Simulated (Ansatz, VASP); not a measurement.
**One calculation of SiO2, two programs**

```
Si O
1.0
     0.00000    3.77321    3.77321
     3.77321    0.00000    3.77321
     3.77321    3.77321    0.00000
Si O
2 4
Cartesian
  3.7732 3.7732 3.7732
  5.6598 5.6598 5.6598
  4.7165 4.7165 4.7165
  4.7165 2.8299 2.8299
  2.8299 2.8299 4.7165
  2.8299 4.7165 2.8299
```

Alike in both runs: task single point; functional r2SCAN; k mesh 6 × 6 × 6; occupations gaussian, width 0.02 eV; no spin polarisation.

|  | VASP | Ansatz |
| --- | --- | --- |
| version | VASP 6.6.1 | Ansatz 0.2.0 |
| potentials or method | VASP PAW PBE potentials, release 64 (Si, O), cutoff 520 eV | scalar-relativistic, plane waves, PAW |
| valence electrons in the cell | 32 | 32 |

VASP gave:

| Item | Value |
| --- | --- |
| gap on the k mesh at the Fermi level (eV) | 5.85 |
| least direct gap on the mesh (eV) | 5.85 |
| pressure (GPa) | -8.1 |

Question: What did Ansatz give for the same quantities?

Answer: gap on the k mesh at the Fermi level (eV): 5.85; least direct gap on the mesh (eV): 5.86; pressure (GPa): -8.2.

VASP's potentials were made for PBE, not for r2SCAN.
